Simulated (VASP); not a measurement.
SnO, 8 atoms in the cell. The typed cell holds 8 atoms: a = 3.747 Å, b = 3.747 Å, c = 10.970 Å, α = 90.00°, β = 90.00°, γ = 97.68°. 

```yaml
Program: VASP 6.6.1
Task: single point
Functional: PBE
Potentials_or_basis: VASP PAW PBE potentials, release 64 (Sn_d, O)
Cutoff: 520 eV
k_mesh: 8 × 8 × 3
Occupations: fermi-dirac, width 0.02 eV
Spin: no spin polarisation
Dipole_correction: no
Further_INCAR_settings: ALGO = Normal; EDIFF = 1e-07; NBANDS = 50
```

Potentials or basis: VASP PAW PBE potentials, release 64 (Sn_d, O).

Run with:

```sh
$ cat potpaw_PBE.64/Sn_d/POTCAR potpaw_PBE.64/O/POTCAR > POTCAR
$ mpirun -np 1 vasp_std > vasp.out
```

Hardware: 1 thread of Oxide Virtual Turin-like Processor, on a shared host.

Question: Estimate the wall time of this run.

Answer: Wall time 11 min on 1 thread of Oxide Virtual Turin-like Processor (shared host), peak memory 0.35 GiB. Counts: scf iterations 17, k points 42.
